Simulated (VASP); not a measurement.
# Bi (P6_3/mmc) in VASP: a series of runs, part 2 of 2

VASP 6.6.1.

## (6) Single point, PBEsol

This run uses another cell than the first one.

The input, INCAR:

```
PREC = Accurate ; ENCUT = 520
EDIFF = 1E-7 ; ISMEAR = -1
SIGMA = 0.03 ; LREAL = False
LASPH = True ; NELM = 80
ALGO = Normal ; ISIF = 2
LWAVE = False ; LCHARG = True
GGA = PS ; LELF = True
LVHAR = True ; NBANDS = 22
```

The input, KPOINTS:

```
Automatic mesh
0
Gamma
  9 9 3
```

The input, POSCAR:

```
Bi
1.0
    4.5390002997      0.0000000000      0.0000000000
   -2.2695001499      3.9308895674      0.0000000000
    0.0000000000      0.0000000000     11.8290000000
Bi
2
Direct
    0.3333333333      0.6666666667      0.2500000000
    0.6666666667      0.3333333333      0.7500000000
```

Potentials or basis: VASP PAW PBE potentials, release 64 (Bi_d).

Command:

```
cat potpaw_PBE.64/Bi_d/POTCAR > POTCAR
mpirun -np 1 vasp_std > vasp.out
```

OUTCAR:

```text
PREC = Accurate
   ENCUT = 520
   EDIFF = 1E-7
   ISMEAR = -1
   LREAL = False
   LASPH = True
   NELM = 80
   ISIF = 2
   GGA = PS

 ion  position               nearest neighbor table
   1  0.333  0.667  0.250-
   2  0.667  0.333  0.750-

  LATTYP: Found a hexagonal cell.
 ALAT       =     4.5390002997
 C/A-ratio  =     2.6060804624

  Lattice vectors:

 A1 = (   4.5390002997,   0.0000000000,   0.0000000000)
 A2 = (  -2.2695001499,   3.9308895674,   0.0000000000)
 A3 = (   0.0000000000,   0.0000000000,  11.8290000000)

Analysis of symmetry for initial positions (statically):
=====================================================================
 Subroutine PRICEL returns:
 Original cell was already a primitive cell.

 Routine SETGRP: Setting up the symmetry group for a
 hexagonal supercell.

 Subroutine GETGRP returns: Found 24 space group operations
 (whereof 12 operations were pure point group operations)
 out of a pool of 24 trial point group operations.

The static configuration has the point symmetry D_3d.
 The point group associated with its full space group is D_6h.

Analysis of symmetry for dynamics (positions and initial velocities):
=====================================================================
 Subroutine PRICEL returns:
 Original cell was already a primitive cell.

 Routine SETGRP: Setting up the symmetry group for a
 hexagonal supercell.

 Subroutine GETGRP returns: Found 24 space group operations
 (whereof 12 operations were pure point group operations)
 out of a pool of 24 trial point group operations.

The dynamic configuration has the point symmetry D_3d.
 The point group associated with its full space group is D_6h.

 Subroutine INISYM returns: Found 24 space group operations
 (whereof 12 operations are pure point group operations),
[... 106 lines left out ...]
   NELECT =      30.0000    total number of electrons
   NUPDOWN=      -1.0000    fix difference up-down
   EMIN   =  10.00;   EMAX   =-10.00  energy-range for DOS
   EFERMI =   0.00;   METHOD = LEGACY
   ISMEAR =    -1;   SIGMA  =   0.03  broadening in eV -4-tet -1-fermi 0-gaus
   EFERMI_NEDOS =   21; number of points for ismear=-14 and -15
   IALGO  =     38    algorithm
   IMIX   =      4    mixing-type and parameters
     AMIX     =   0.40;   BMIX     =  1.00
     AMIX_MAG =   1.60;   BMIX_MAG =  1.00
  volume/ion in A,a.u.               =     105.53       712.14
  Fermi-wavevector in a.u.,A,eV,Ry     =   0.854376  1.614536  9.931679  0.729958
  Thomas-Fermi vector in A             =   1.970962
   LORBIT       =      0    0 simple, 1 ext, 2 COOP (PROOUT), +10 PAW based schemes
   GGA     = PS    functional components
   LHFCALC =     F    Hartree Fock is set to
   AEXX    =    0.0000 exact exchange contribution
   IVDW    =     0    specifies the selected vdW correction
   LEPSILON=     F    determine dielectric tensor
   LRPA    =     F    only Hartree local field effects (RPA)
 non-spin polarized calculation
  energy-cutoff  :      520.00
  volume of cell :      211.06
 maximum number of plane-waves:      5785
 NGX is ok and might be reduce to    36
   NGX = 17   NGY = 17   NGZ = 43

 number of electron      29.9999990 magnetization

 Free energy of the ion-electron system (eV)
  ---------------------------------------------------
  ext. energy  EPLUGINS =         0.00000000
  ---------------------------------------------------
  free energy    TOTEN  =        -3.37952344 eV

  energy without entropy =       -3.35822001  energy(sigma->0) =       -3.36887173

 E-fermi :  -1.1542     XC(G=0):  -5.4259

 val. band max:       -1.1785860158   @ k =   0.2222   0.2222   0.3333
 cond. band min:      -1.1526280026   @ k =   0.3333   0.0000   0.3333
 fundamental gap:      0.0259580132
 Fermi energy:        -1.1541948600

 k-point     1 :       0.0000    0.0000    0.0000
  band No.  band energies     occupation
      1     -23.9266      2.00000
      2     -23.9266      2.00000
      3     -23.9209      2.00000
      4     -23.9209      2.00000
      5     -23.9209      2.00000
      6     -23.9209      2.00000
[... 589 lines left out ...]
     21       4.4091      0.00000
     22       4.9140      0.00000

------------------------ aborting loop because EDIFF is reached ----------------------------------------

  FORCE on cell =-STRESS in cart. coord.  units (eV):
  Direction    XX          YY          ZZ          XY          YZ          ZX
  --------------------------------------------------------------------------------------
  -------------------------------------------------------------------------------------
  Total       -6.7725269     -6.7725269     -0.5303058      0.0000000      0.0000000      0.0000000
  in kB      -51.4117320    -51.4117320     -4.0256671      0.0000000      0.0000000      0.0000000
  external PRESSURE =     -35.6163771 kB  Pullay stress =       0.0000000 kB

 VOLUME and BASIS-vectors are now :
 -----------------------------------------------------------------------------
  energy-cutoff  :      520.00
  volume of cell :      211.06
      direct lattice vectors                 reciprocal lattice vectors
     4.539000300  0.000000000  0.000000000     0.220312830  0.127197672  0.000000000
    -2.269500150  3.930889567  0.000000000     0.000000000  0.254395343  0.000000000
     0.000000000  0.000000000 11.829000000     0.000000000  0.000000000  0.084538000

 POSITION                                       TOTAL-FORCE (eV/Angst)
 -----------------------------------------------------------------------------------
     -0.00000      2.62059      2.95725         0.000000      0.000000      0.000000
      2.26950      1.31030      8.87175        -0.000000     -0.000000      0.000000
 -----------------------------------------------------------------------------------
    total drift:                                0.000000     -0.000000      0.000000

  FREE ENERGIE OF THE ION-ELECTRON SYSTEM (eV)
  ---------------------------------------------------
  free  energy   TOTEN  =        -3.3795234440 eV

  energy  without entropy=       -3.3582200082  energy(sigma->0) =       -3.36887173
```

OSZICAR:

```text
N       E                     dE             d eps       ncg     rms          rms(c)
DAV:   1     0.262368670972E+03    0.26237E+03   -0.14315E+04  1112   0.117E+03
DAV:   2     0.169237879895E+02   -0.24544E+03   -0.24147E+03  1152   0.317E+02
DAV:   3    -0.272284045935E+01   -0.19647E+02   -0.19465E+02  1230   0.117E+02
DAV:   4    -0.337377140071E+01   -0.65093E+00   -0.65044E+00  1290   0.237E+01
DAV:   5    -0.339489021413E+01   -0.21119E-01   -0.21118E-01  1508   0.398E+00    0.779E-01
DAV:   6    -0.337894312102E+01    0.15947E-01   -0.38198E-02  1242   0.150E+00    0.494E-01
DAV:   7    -0.337825080675E+01    0.69231E-03   -0.42787E-02  1182   0.131E+00    0.131E-01
DAV:   8    -0.337919837299E+01   -0.94757E-03   -0.31513E-03  1140   0.690E-01    0.503E-02
DAV:   9    -0.337944280842E+01   -0.24444E-03   -0.22273E-04  1246   0.894E-02    0.231E-02
DAV:  10    -0.337951416444E+01   -0.71356E-04   -0.62500E-05  1252   0.358E-02    0.357E-03
DAV:  11    -0.337952265112E+01   -0.84867E-05   -0.84654E-06  1176   0.213E-02    0.209E-03
DAV:  12    -0.337952338989E+01   -0.73877E-06   -0.20201E-06  1164   0.125E-02    0.705E-04
DAV:  13    -0.337952344397E+01   -0.54075E-07   -0.91238E-08   974   0.194E-03
   1 F= -.33795234E+01 E0= -.33688717E+01  d E =-.213034E-01
```

Run time: 2.7 min. Hardware: 1 thread of Intel Xeon 8259CL, shared host; peak memory 0.37 GiB.

Results:

```
Free energy            : -3.3795 eV
Pressure               : -3.6 GPa
Band gap on the k mesh : zero (bands 15 and 16 overlap by 2.14 eV)
```

Stress tensor (GPa, compression positive):
```
-5.14  0.00  0.00
 0.00 -5.14  0.00
 0.00  0.00 -0.40
```

Caveat: the cell stands under tension; the PAW data sets were made with another functional, which shifts forces and pressure a little; spin-orbit coupling is left out, which moves the levels of the heavy elements.

## (7) The runs side by side

```csv
cell,gap on the mesh (eV),pressure (GPa)
"a = 4.446, b = 4.446, c = 11.588 Å, angles 90.0, 90.0, 120.0°, 2 atoms",none,-3.9
"a = 4.462, b = 4.462, c = 11.628 Å, angles 90.0, 90.0, 120.0°, 2 atoms",none,-3.9
"a = 4.501, b = 4.501, c = 11.730 Å, angles 90.0, 90.0, 120.0°, 2 atoms",none,-3.7
"a = 4.509, b = 4.509, c = 11.750 Å, angles 90.0, 90.0, 120.0°, 2 atoms",none,-3.7
"a = 4.539, b = 4.539, c = 11.829 Å, angles 90.0, 90.0, 120.0°, 2 atoms",none,-3.6
```

Alike in all rows: task single point; level PBEsol; potentials or basis VASP PAW PBE potentials, release 64 (Bi_d); no spin polarisation; k mesh 9 × 9 × 3; cutoff (eV) 520; smearing fermi-dirac 0.03 eV.

Caveats: the PAW data sets were made with another functional, which shifts forces and pressure a little; spin-orbit coupling is left out, which moves the levels of the heavy elements; the cell stands under tension (at least some runs); the stress differs along the axes, from -6 to -1 GPa (at least some runs); the stress differs along the axes, from -6 to -0 GPa (at least some runs).

Absolute energies hang on the potentials; compare differences alone.

The gap in the log of VASP goes by the Fermi energy; the results here count the filled bands.